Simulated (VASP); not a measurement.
Here is a VASP 6.6.1 calculation.

INCAR

```
PREC     = Accurate       # precision mode
ENCUT    = 520            # plane-wave cutoff, eV
EDIFF    = 1E-6           # SCF threshold, eV
ISMEAR   = 1              # smearing method
SIGMA    = 0.1            # smearing width, eV
LREAL    = False          # projectors in reciprocal space
LASPH    = True           # aspherical terms in the spheres
NELM     = 150            # most SCF steps
ALGO     = Normal         # electronic algorithm
ISIF     = 2              # what is computed and relaxed
LWAVE    = False          # write WAVECAR
LCHARG   = False          # write CHGCAR
LNONCOLLINEAR= True           # non-collinear magnetism
MAGMOM   = 0 0 0          # initial moments
LORBIT   = 11             # projections on sites
LSORBIT  = True           # spin-orbit coupling
GGA_COMPAT= False        
LORBMOM  = True         
LMAXMIX  = 4              # l up to which the mixer works
GGA      = CA             # functional
NBANDS   = 21             # bands
```

The input KPOINTS:

```
Automatic mesh
0
Gamma
  10 10 10
```

POSCAR

```
Pt
1.0
    0.0000000000      1.9609000000      1.9609000000
    1.9609000000      0.0000000000      1.9609000000
    1.9609000000      1.9609000000      0.0000000000
Pt
1
Direct
    0.0000000000      0.0000000000      0.0000000000
```

Potentials or basis: VASP PAW LDA potentials, release 64 (Pt).

Command:

```console
$ cat potpaw_LDA.64/Pt/POTCAR > POTCAR
$ mpirun -np 1 vasp_ncl > vasp.out
```

What does it give for the pressure?

-4.8 GPa.

Predict the net moment.

0.00 μB per cell.

Moments on the atoms (μB; x, y, z):
```
Pt  0.00 0.00 0.00
```
